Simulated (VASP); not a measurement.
# TiO2 (P4_2/mnm) in VASP: notebook

Aim: see how the results for TiO2 move with the level of theory and the settings. Levels: PBE, r2SCAN. Tasks: single point.

Program: VASP 6.6.1. These are calculated values, not measurements. Logs are shortened: lines on timing, memory, paths and dates and some standing lists are left out, and cuts for length are marked.

**1. The cell of the first run**

Symmetry: P4_2/mnm, No. 136, tetragonal system. Conventional cell: a = 4.600 Å, b = 4.600 Å, c = 2.959 Å, α = 90.00°, β = 90.00°, γ = 90.00°. Within 2.6 Å of Ti (site symmetry mmm) lie 6 O at 1.95 to 1.98 Å. O (site symmetry m2m) has 3 Ti at 1.95 to 1.98 Å and 1 O at 2.55 Å within 2.6 Å.

**2. Single point, PBE**

File INCAR:

```
PREC = Accurate
ENCUT = 520
EDIFF = 1E-7
ISMEAR = -1
SIGMA = 0.01
LREAL = F
LASPH = T
NELM = 100
ALGO = Normal
ISIF = 2
LWAVE = F
LCHARG = T
GGA = PE
LELF = T
LVHAR = T
NBANDS = 33
```

File KPOINTS:

```
Automatic mesh
0
Gamma
  7 7 11
```

File POSCAR:

```
TiO2
1.0
    4.5998373239      0.0000000000      0.0000000000
    0.0000000000      4.5998373239      0.0000000000
    0.0000000000      0.0000000000      2.9592135600
Ti O
2 4
Direct
    0.5000000000      0.5000000000      0.0000000000
    0.0000000000      0.0000000000      0.5000000000
    0.6956786800      0.6956786800      0.5000000000
    0.8043213200      0.1956786800      0.0000000000
    0.1956786800      0.8043213200      0.0000000000
    0.3043213200      0.3043213200      0.5000000000
```

Potentials or basis: VASP PAW PBE potentials, release 64 (Ti_sv, O).

Launch:

```bash
$ cat potpaw_PBE.64/Ti_sv/POTCAR potpaw_PBE.64/O/POTCAR > POTCAR
$ mpirun -np 1 vasp_std > vasp.out
```

OUTCAR:

```text
PREC = Accurate
   ENCUT = 520
   EDIFF = 1E-7
   ISMEAR = -1
   LREAL = F
   LASPH = T
   NELM = 100
   ISIF = 2
   GGA = PE

 ion  position               nearest neighbor table
   1  0.500  0.500  0.000-   3 1.95   6 1.95   3 1.95   6 1.95   5 1.98   4 1.98
   2  0.000  0.000  0.500-   4 1.95   5 1.95   4 1.95   5 1.95   3 1.98   6 1.98
   3  0.696  0.696  0.500-   1 1.95   1 1.95   2 1.98
   4  0.804  0.196  0.000-   2 1.95   2 1.95   1 1.98
   5  0.196  0.804  0.000-   2 1.95   2 1.95   1 1.98
   6  0.304  0.304  0.500-   1 1.95   1 1.95   2 1.98

  LATTYP: Found a simple tetragonal cell.
 ALAT       =     4.5998373239
 C/A-ratio  =     0.6433300466

  Lattice vectors:

 A1 = (   4.5998373239,   0.0000000000,   0.0000000000)
 A2 = (   0.0000000000,   4.5998373239,   0.0000000000)
 A3 = (   0.0000000000,   0.0000000000,   2.9592135600)

Analysis of symmetry for initial positions (statically):
=====================================================================
 Subroutine PRICEL returns:
 Original cell was already a primitive cell.

 Routine SETGRP: Setting up the symmetry group for a
 simple tetragonal supercell.

 Subroutine GETGRP returns: Found 16 space group operations
 (whereof  8 operations were pure point group operations)
 out of a pool of 16 trial point group operations.

The static configuration has the point symmetry D_2h.
 The point group associated with its full space group is D_4h.

Analysis of symmetry for dynamics (positions and initial velocities):
=====================================================================
 Subroutine PRICEL returns:
 Original cell was already a primitive cell.

 Routine SETGRP: Setting up the symmetry group for a
 simple tetragonal supercell.

 Subroutine GETGRP returns: Found 16 space group operations
 (whereof  8 operations were pure point group operations)
 out of a pool of 16 trial point group operations.

The dynamic configuration has the point symmetry D_2h.
 The point group associated with its full space group is D_4h.

 Subroutine INISYM returns: Found 16 space group operations
 (whereof  8 operations are pure point group operations),
 and found     1 'primitive' translations

----------------------------------------------------------------------------------------

                                     Primitive cell

  volume of cell :      62.6125

  direct lattice vectors                    reciprocal lattice vectors
     4.599837324  0.000000000  0.000000000     0.217398993  0.000000000  0.000000000
     0.000000000  4.599837324  0.000000000     0.000000000  0.217398993  0.000000000
     0.000000000  0.000000000  2.959213560     0.000000000  0.000000000  0.337927622

  length of vectors
     4.599837324  4.599837324  2.959213560     0.217398993  0.217398993  0.337927622

  position of ions in fractional coordinates (direct lattice)
     0.500000000  0.500000000  0.000000000
     0.000000000  0.000000000  0.500000000
     0.695678680  0.695678680  0.500000000
     0.804321320  0.195678680  0.000000000
     0.195678680  0.804321320  0.000000000
     0.304321320  0.304321320  0.500000000

  ion indices of the primitive-cell ions
   primitive index   ion index
                 1           1
                 2           2
                 3           3
                 4           4
                 5           5
                 6           6

----------------------------------------------------------------------------------------

 KPOINTS: Automatic mesh

Automatic generation of k-mesh.
 Grid dimensions read from file:
 generate k-points for:    7    7   11

 Generating k-lattice:

  Cartesian coordinates                     Fractional coordinates (reciprocal lattice)
     0.031056999  0.000000000  0.000000000     0.142857143  0.000000000  0.000000000
     0.000000000  0.031056999  0.000000000     0.000000000  0.142857143  0.000000000
     0.000000000  0.000000000  0.030720693     0.000000000  0.000000000  0.090909091

  Length of vectors
     0.031056999  0.031056999  0.030720693

  Shift w.r.t. Gamma in fractional coordinates (k-lattice)
     0.000000000  0.000000000  0.000000000

 Subroutine IBZKPT returns following result:
 ===========================================

 Found     60 irreducible k-points:

 Following reciprocal coordinates:
            Coordinates               Weight
  0.000000  0.000000  0.000000      1.000000
  0.142857  0.000000  0.000000      4.000000
  0.285714  0.000000  0.000000      4.000000
  0.428571  0.000000  0.000000      4.000000
  0.142857  0.142857  0.000000      4.000000
  0.285714  0.142857  0.000000      8.000000
[... 16 lines left out ...]
  0.285714  0.000000  0.181818      8.000000
  0.428571  0.000000  0.181818      8.000000
 [... further k-points ...]
   k-points           NKPTS =     60   k-points in BZ     NKDIM =     60   number of bands    NBANDS=     33
   number of dos      NEDOS =    301   number of ions     NIONS =      6
   total plane-waves  NPLWV =  31104
   dimension x,y,z NGX =    36 NGY =   36 NGZ =   24
   dimension x,y,z NGXF=    72 NGYF=   72 NGZF=   48
   ions per type =               2   4
   NGX,Y,Z   is equivalent  to a cutoff of  13.01, 13.01, 13.48 a.u.
   NGXF,Y,Z  is equivalent  to a cutoff of  26.02, 26.02, 26.97 a.u.
 SYSTEM =  unknown system
   PREC   = accura    normal or accurate (medium, high low for compatibility)
   ISTART =      0    job   : 0-new  1-cont  2-samecut
   ICHARG =      2    charge: 1-file 2-atom 10-const
   ISPIN  =      1    spin polarized calculation?
   LNONCOLLINEAR =      F non collinear calculations
   LSORBIT =      F    spin-orbit coupling
   LASPH  =      T    aspherical Exc in radial PAW
   ENCUT  =  520.0 eV  38.22 Ry    6.18 a.u.   8.55  8.55  5.50*2*pi/ulx,y,z
   NELM   =    100;   NELMIN=  2; NELMDL= -5     # of ELM steps
   EDIFF  = 0.1E-06   stopping-criterion for ELM
   LREAL  =      F    real-space projection
   EDIFFG = 0.1E-05   stopping-criterion for IOM
   NSW    =      0    number of steps for IOM
   IBRION =     -1    ionic relax: 0-MD 1-quasi-New 2-CG
   NFREE  =      0    steps in history (QN), initial steepest desc. (CG)
   ISIF   =      2    stress and relaxation
   ISYM   =      2    0-nonsym 1-usesym 2-fastsym
   POTIM  = 0.5000    time-step for ionic-motion
   TEBEG  =    0.0;   TEEND  =   0.0 temperature during run
   PSTRESS=    0.0 pullay stress
   NELECT =      48.0000    total number of electrons
   NUPDOWN=      -1.0000    fix difference up-down
   EMIN   =  10.00;   EMAX   =-10.00  energy-range for DOS
   EFERMI =   0.00;   METHOD = LEGACY
   ISMEAR =    -1;   SIGMA  =   0.01  broadening in eV -4-tet -1-fermi 0-gaus
   EFERMI_NEDOS =   21; number of points for ismear=-14 and -15
   IALGO  =     38    algorithm
   IMIX   =      4    mixing-type and parameters
     AMIX     =   0.40;   BMIX     =  1.00
     AMIX_MAG =   1.60;   BMIX_MAG =  1.00
  volume/ion in A,a.u.               =      10.44        70.42
  Fermi-wavevector in a.u.,A,eV,Ry     =   1.498309  2.831394 30.544140  2.244931
  Thomas-Fermi vector in A             =   2.610085
   LORBIT       =      0    0 simple, 1 ext, 2 COOP (PROOUT), +10 PAW based schemes
   GGA     = PE    functional components
   LHFCALC =     F    Hartree Fock is set to
   AEXX    =    0.0000 exact exchange contribution
   IVDW    =     0    specifies the selected vdW correction
   LEPSILON=     F    determine dielectric tensor
   LRPA    =     F    only Hartree local field effects (RPA)
 non-spin polarized calculation
  energy-cutoff  :      520.00
  volume of cell :       62.61
 maximum number of plane-waves:      1703
 NGX is ok and might be reduce to    36
   NGX = 17   NGY = 17   NGZ = 11

 number of electron      48.0000021 magnetization

 Free energy of the ion-electron system (eV)
  ---------------------------------------------------
  ext. energy  EPLUGINS =         0.00000000
  ---------------------------------------------------
  free energy    TOTEN  =       -53.65233867 eV

  energy without entropy =      -53.65233867  energy(sigma->0) =      -53.65233867

 E-fermi :   5.1877     XC(G=0): -11.3977

 val. band max:        4.8285919117   @ k =   0.0000   0.0000   0.0000
 cond. band min:       6.6671443487   @ k =   0.0000   0.0000   0.0000
 fundamental gap:      1.8385524370
 Fermi energy:         5.1877454728

 k-point     1 :       0.0000    0.0000    0.0000
  band No.  band energies     occupation
      1     -52.1129      2.00000
      2     -52.0960      2.00000
      3     -28.4175      2.00000
      4     -28.4175      2.00000
      5     -28.2546      2.00000
      6     -28.2546      2.00000
[... 25 lines left out ...]
     32      11.3810      0.00000
     33      11.3812      0.00000

 k-point     2 :       0.1429    0.0000    0.0000
  band No.  band energies     occupation
      1     -52.1120      2.00000
      2     -52.0968      2.00000
      3     -28.4110      2.00000
      4     -28.4104      2.00000
      5     -28.2625      2.00000
      6     -28.2618      2.00000
[... 25 lines left out ...]
     32      11.3105      0.00000
     33      11.3258      0.00000

 k-point     3 :       0.2857    0.0000    0.0000
  band No.  band energies     occupation
      1     -52.1097      2.00000
      2     -52.0992      2.00000
      3     -28.3931      2.00000
      4     -28.3912      2.00000
      5     -28.2834      2.00000
      6     -28.2814      2.00000
[... 25 lines left out ...]
     32      11.1509      0.00000
     33      11.1886      0.00000

 k-point     4 :       0.4286    0.0000    0.0000
  band No.  band energies     occupation
      1     -52.1063      2.00000
      2     -52.1025      2.00000
      3     -28.3706      2.00000
      4     -28.3688      2.00000
      5     -28.3072      2.00000
      6     -28.3053      2.00000
[... 673 lines left out ...]
     32      10.8091      0.00000
     33      10.9422      0.00000

 k-point    23 :       0.2857    0.0000    0.1818
  band No.  band energies     occupation
      1     -52.0972      2.00000
      2     -52.0884      2.00000
      3     -28.3768      2.00000
      4     -28.3615      2.00000
      5     -28.3333      2.00000
      6     -28.3271      2.00000
[... 25 lines left out ...]
     32      10.4839      0.00000
     33      10.8702      0.00000

 k-point    24 :       0.4286    0.0000    0.1818
  band No.  band energies     occupation
      1     -52.0944      2.00000
      2     -52.0912      2.00000
      3     -28.3659      2.00000
      4     -28.3512      2.00000
      5     -28.3386      2.00000
      6     -28.3236      2.00000
[... 25 lines left out ...]
     32      10.2488      0.00000
     33      11.0508      0.00000

 [... further k-points ...]
[... 5 lines left out ...]
  --------------------------------------------------------------------------------------
  -------------------------------------------------------------------------------------
  Total        1.9949128      1.9949128      1.7904013      0.0000000      0.0000000      0.0000000
  in kB       51.0473544     51.0473544     45.8141583      0.0000000      0.0000000      0.0000000
  external PRESSURE =      49.3029557 kB  Pullay stress =       0.0000000 kB

 VOLUME and BASIS-vectors are now :
 -----------------------------------------------------------------------------
  energy-cutoff  :      520.00
  volume of cell :       62.61
      direct lattice vectors                 reciprocal lattice vectors
     4.599837324  0.000000000  0.000000000     0.217398993  0.000000000  0.000000000
     0.000000000  4.599837324  0.000000000     0.000000000  0.217398993  0.000000000
     0.000000000  0.000000000  2.959213560     0.000000000  0.000000000  0.337927622

 POSITION                                       TOTAL-FORCE (eV/Angst)
 -----------------------------------------------------------------------------------
      2.29992      2.29992      0.00000         0.000000     -0.000000      0.000000
      0.00000      0.00000      1.47961         0.000000     -0.000000      0.000000
      3.20001      3.20001      1.47961         0.014811      0.014811      0.000000
      3.69975      0.90009      0.00000        -0.014811      0.014811      0.000000
      0.90009      3.69975      0.00000         0.014811     -0.014811      0.000000
      1.39983      1.39983      1.47961        -0.014811     -0.014811     -0.000000
 -----------------------------------------------------------------------------------
    total drift:                                0.000000      0.000000      0.000000

  FREE ENERGIE OF THE ION-ELECTRON SYSTEM (eV)
  ---------------------------------------------------
  free  energy   TOTEN  =       -53.6523386663 eV

  energy  without entropy=      -53.6523386663  energy(sigma->0) =      -53.65233867
```

It took 2.5 min on 1 thread of AMD EPYC 7R43 (Zen 3), shared host; peak memory 0.19 GiB.

What came out:

```
Free energy            : -53.6523 eV
Pressure               : 4.9 GPa
Largest force          : 0.021 eV/Å
Band gap on the k mesh : 1.84 eV, direct
```

Forces in eV/Å, atoms in the order of the input:
```
Ti   0.000  0.000  0.000
Ti   0.000  0.000  0.000
O    0.015  0.015  0.000
O   -0.015  0.015  0.000
O    0.015 -0.015  0.000
O   -0.015 -0.015  0.000
```

A k mesh can miss the band edges. A hybrid or GW would open this gap; PBE tends to underestimate it.

**3. Single point, r2SCAN**

File POSCAR:

```
TiO2
1.0
    4.5998373239      0.0000000000      0.0000000000
    0.0000000000      4.5998373239      0.0000000000
    0.0000000000      0.0000000000      2.9592135600
Ti O
2 4
Direct
    0.5000000000      0.5000000000      0.0000000000
    0.0000000000      0.0000000000      0.5000000000
    0.6952626869      0.6952626869      0.5000000000
    0.8047373131      0.1952626869      0.0000000000
    0.1952626869      0.8047373131      0.0000000000
    0.3047373131      0.3047373131      0.5000000000
```

File INCAR.step1:

```
PREC = Accurate
ENCUT = 520
ISMEAR = -1
SIGMA = 0.01
LREAL = F
LASPH = T
NELM = 60
NBANDS = 33
GGA = PE
ALGO = Normal
EDIFF = 1E-4
LWAVE = T
LCHARG = F
```

File INCAR.step2:

```
PREC = Accurate
ENCUT = 520
EDIFF = 1E-6
ISMEAR = -1
SIGMA = 0.01
LREAL = F
LASPH = T
NELM = 60
ALGO = Normal
ISIF = 2
LWAVE = F
LCHARG = F
METAGGA = R2SCAN
LMIXTAU = T
NBANDS = 33
ISTART = 1
```

KPOINTS is that of step 2.

Potentials or basis: VASP PAW PBE potentials, release 64 (Ti_sv, O).

Launch:

```bash
$ cat potpaw_PBE.64/Ti_sv/POTCAR potpaw_PBE.64/O/POTCAR > POTCAR
$ cp INCAR.step1 INCAR
$ mpirun -np 1 vasp_std > vasp.out
$ cp INCAR.step2 INCAR
$ mpirun -np 1 vasp_std > vasp.out
```

Run time: 9 min. Hardware: 1 thread of AMD EPYC 7R43 (Zen 3), shared host; peak memory 0.21 GiB.

The run converged. Its results:

| Item | Value |
| --- | --- |
| Free energy | -69.7957 eV |
| Pressure | 0.4 GPa |
| Largest force | 0.034 eV/Å |
| Band gap on the k mesh | 2.22 eV, direct |

Forces in eV/Å, atoms in the order of the input:
```
Ti   0.000  0.000  0.000
Ti   0.000  0.000  0.000
O    0.024  0.024  0.000
O   -0.024  0.024  0.000
O    0.024 -0.024  0.000
O   -0.024 -0.024  0.000
```

Stress tensor (GPa, compression positive):
```
0.39 0.00 0.00
0.00 0.39 0.00
0.00 0.00 0.54
```

Levels at points of the mesh, in eV from the valence-band top:
```tsv
k point	band 21	band 22	band 23	band 24	band 25	band 26	band 27	band 28
(0.00, 0.00, 0.00)	-0.77	-0.49	-0.49	0.00	2.22	2.55	2.77	2.87
```

Caveat: the PAW data sets were made with another functional, which shifts forces and pressure a little. r2SCAN opens gaps a little over a GGA but as a rule still falls short of measured ones.
